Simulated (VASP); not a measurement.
Runs of VASP 6.6.1 on CdTe. The structure is that of space group P6_3/mmc (No. 194), or close to it. The cells are those of the table. 

```tsv
level	cell	gap on the mesh (eV)	pressure (GPa)
PBE	a = 4.884, b = 4.884, c = 6.622 Å, angles 90.0, 90.0, 120.0°, 4 atoms	-	1.1
PBE	a = 4.989, b = 4.989, c = 6.686 Å, angles 90.0, 90.0, 120.0°, 4 atoms	none	-0.9
PBE	a = 4.890, b = 4.890, c = 6.553 Å, angles 90.0, 90.0, 120.0°, 4 atoms	none	1.3
r2SCAN	a = 4.932, b = 4.932, c = 6.688 Å, angles 90.0, 90.0, 120.0°, 4 atoms	(a)	-1.0
r2SCAN	a = 4.784, b = 4.784, c = 6.487 Å, angles 90.0, 90.0, 120.0°, 4 atoms	0.16	3.1
PBE	a = 4.839, b = 4.839, c = 6.485 Å, angles 90.0, 90.0, 120.0°, 4 atoms	none	(b)
PBE	a = 5.037, b = 5.037, c = 6.750 Å, angles 90.0, 90.0, 120.0°, 4 atoms	none	-1.7
r2SCAN	a = 4.884, b = 4.884, c = 6.622 Å, angles 90.0, 90.0, 120.0°, 4 atoms	0.19	0.1
PBE	a = 4.940, b = 4.940, c = 6.620 Å, angles 90.0, 90.0, 120.0°, 4 atoms	none	0.1
r2SCAN	a = 4.835, b = 4.835, c = 6.555 Å, angles 90.0, 90.0, 120.0°, 4 atoms	0.17	1.5
r2SCAN	a = 4.980, b = 4.980, c = 6.752 Å, angles 90.0, 90.0, 120.0°, 4 atoms	0.19	-2.0
```

Alike in all rows: task single point; potentials or basis VASP PAW PBE potentials, release 64 (Cd, Te); no spin polarisation; k mesh 6 × 6 × 4; cutoff (eV) 520; smearing fermi-dirac 0.02 eV.

Problem. Estimate the missing entries.

Solution. (a) 0.20; (b) 2.8.

Caveats: spin-orbit coupling is left out, which moves the levels of the heavy elements; the PAW data sets were made with another functional, which shifts forces and pressure a little (some runs).

A k mesh can miss the band edges, and the runs leave out spin-orbit coupling on Cd, Te.

A gap of «none» marks levels without a gap at the run's occupations.
